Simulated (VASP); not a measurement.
Write the native input for VASP 6.6.1 that does the following.

```
Task                   : relaxation of cell and atoms
Functional             : r2SCAN
Potentials or basis    : VASP PAW PBE potentials, release 64 (P)
Cutoff                 : 600 eV
k mesh                 : 17 × 17 × 17
Occupations            : gaussian, width 0.05 eV
Spin                   : no spin polarisation
Target pressure        : 15 GPa
Dipole correction      : no
Further INCAR settings : ALGO = Normal; EDIFF = 1e-06; IBRION = 2; EDIFFG = -0.01; NSW = 80; ISIF = 3
```

P:

```
P
1.0
     2.53000    0.00000    0.00000
     0.00000    2.53000    0.00000
     0.00000    0.00000    2.53000
P
1
Direct
  0.00000 0.00000 0.00000
```

This isn't the form of P at room conditions, which is orthorhombic.

The input as run:

POSCAR

```
P
1.0
    2.5300000000      0.0000000000      0.0000000000
    0.0000000000      2.5300000000      0.0000000000
    0.0000000000      0.0000000000      2.5300000000
P
1
Direct
    0.0000000000      0.0000000000      0.0000000000
```

INCAR.step1

```
ALGO     = Normal         # electronic algorithm
EDIFF    = 1E-4           # SCF threshold, eV
ENCUT    = 600            # plane-wave cutoff, eV
GGA      = PE             # functional
ISMEAR   = 0              # smearing method
LASPH    = True           # aspherical terms in the spheres
LCHARG   = False          # write CHGCAR
LREAL    = False          # projectors in reciprocal space
LWAVE    = True           # write WAVECAR
NELM     = 80             # most SCF steps
PREC     = Accurate       # precision mode
SIGMA    = 0.05           # smearing width, eV
```

INCAR.step2

```
ALGO     = Normal         # electronic algorithm
EDIFF    = 1E-6           # SCF threshold, eV
EDIFFG   = -0.01          # ionic threshold
ENCUT    = 600            # plane-wave cutoff, eV
IBRION   = 2              # ionic algorithm
ISIF     = 3              # what is computed and relaxed
ISMEAR   = 0              # smearing method
ISTART   = 1            
LASPH    = True           # aspherical terms in the spheres
LCHARG   = False          # write CHGCAR
LMIXTAU  = True         
LREAL    = False          # projectors in reciprocal space
LWAVE    = False          # write WAVECAR
METAGGA  = R2SCAN         # meta-GGA
NELM     = 80             # most SCF steps
NSW      = 80             # ionic steps
PREC     = Accurate       # precision mode
PSTRESS  = 150.0        
SIGMA    = 0.05           # smearing width, eV
```

KPOINTS

```
k-points
0
Gamma
  17 17 17
```

Potentials or basis: VASP PAW PBE potentials, release 64 (P).

The run is started by

```bash
$ cat potpaw_PBE.64/P/POTCAR > POTCAR
$ cp INCAR.step1 INCAR
$ mpirun -np 1 vasp_std > vasp.out
$ cp INCAR.step2 INCAR
$ mpirun -np 1 vasp_std > vasp.out
```

Results of the run:

```json
{
  "Relaxed volume": "13.04 Å³/atom",
  "Relaxed cell": "a = 2.354 Å, b = 2.354 Å, c = 2.354 Å, α = 90.00°, β = 90.00°, γ = 90.00°",
  "Space group after relaxing (to 0.1 Å)": "Pm-3m (No. 221)",
  "Energy change on relaxing (the run minimises the enthalpy)": "-14.2 meV/atom",
  "Ionic steps": "4",
  "Pressure after relaxing": "14.9 GPa",
  "Band gap on the k mesh": "zero (an odd number of electrons rules out a gap without spin polarisation)"
}
```

Caveat: the cell is relaxed towards a set pressure, so the run minimises the enthalpy, not the energy; the volume moved by over 15 % at a fixed basis, so the end points are rough; the PAW data sets were made with another functional, which shifts forces and pressure a little.

Wall time 3.5 min on 1 thread of Intel Xeon 8259CL (shared host), peak memory 0.14 GiB.
